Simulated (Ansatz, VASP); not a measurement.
## One calculation of ZrS, two programs

```
CELL_PARAMETERS angstrom
0.00000 2.56714 2.56714
2.68703 0.00000 2.56714
2.68703 2.56714 0.00000
ATOMIC_POSITIONS crystal
Zr 0.99632 0.00368 0.00368
S 0.51046 0.48954 0.48954
```

Change from the starting cell: mode 4 frozen in at -0.054 Å, normal strain along x +0.0467.

Alike in both runs: task single point; functional LDA; k mesh 16 × 16 × 16; occupations gaussian, width 0.15 eV; no spin polarisation.

|  | VASP | Ansatz |
| --- | --- | --- |
| version | VASP 6.6.1 | Ansatz 0.2.0 |
| potentials or method | VASP PAW LDA potentials, release 64 (Zr_sv, S), cutoff 520 eV | scalar-relativistic, plane waves, PAW |
| valence electrons in the cell | 18 | 18 |

Ansatz gave:

| Property | Result |
| --- | --- |
| gap on the k mesh at the Fermi level (eV) | none |
| pressure (GPa) | -5.5 |
| traceless stress, the component that is largest in VASP (GPa) | -6.34 |
| rms of the force components (eV/Å) | 0.090 |

Q: Which values does VASP return?

A: gap on the k mesh at the Fermi level (eV): none; pressure (GPa): -5.3; traceless stress, the component that is largest in VASP (GPa): -6.40; rms of the force components (eV/Å): 0.093.

Ansatz warns that its potentials were made for another functional, while VASP's fit it. LDA's correlation is that of Perdew and Zunger in VASP and of Perdew and Wang (1992) in Ansatz. Atom by atom the forces differ by 0.002 eV/Å (rms over components). A gap of «none» marks a metal or a gap that the smearing closes.
